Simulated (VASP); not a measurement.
Wanted: the native input for a VASP 6.6.1 run.

```yaml
Task: single point
Functional: PBE
Potentials_or_basis: VASP PAW PBE potentials, release 64 (S)
Cutoff: 520 eV
k_mesh: 9 × 9 × 9
Occupations: fermi-dirac, width 0.05 eV
Spin: no spin polarisation
Dipole_correction: no
Further_INCAR_settings: ALGO = Normal; EDIFF = 1e-07; NBANDS = 13
```

The structure of S lies in POSCAR:

```
S
1.0
    0.0000000000      2.7698291284      2.7698291284
    2.7698291284      0.0000000000      2.7698291284
    2.7698291284      2.7698291284      0.0000000000
S
2
Direct
   -0.1250000000     -0.1250000000     -0.1250000000
    0.1250000000      0.1250000000      0.1250000000
```

This isn't the form of S at room conditions, which is orthorhombic, of S8 rings.

One way to write it, as run:

INCAR

```
PREC = Accurate
ENCUT = 520
EDIFF = 1E-7
ISMEAR = -1
SIGMA = 0.05
LREAL = False
LASPH = True
NELM = 100
ALGO = Normal
ISIF = 2
LWAVE = False
LCHARG = True
GGA = PE
LELF = True
LVHAR = True
NBANDS = 13
```

KPOINTS

```
Automatic mesh
0
Gamma
  9 9 9
```

Potentials or basis: VASP PAW PBE potentials, release 64 (S).

The run is started by

```console
$ cat potpaw_PBE.64/S/POTCAR > POTCAR
$ mpirun -np 1 vasp_std > vasp.out
```

It gave:

| Item | Value |
| --- | --- |
| Pressure | 7.3 GPa |
| Band gap on the k mesh | zero (bands 6 and 7 overlap by 1.48 eV) |

Caveat: the cell stands under pressure.

Wall time 15 s on 1 thread of Intel(R) Xeon(R) Platinum 8488C (Sapphire Rapids) (shared host), peak memory 0.16 GiB.
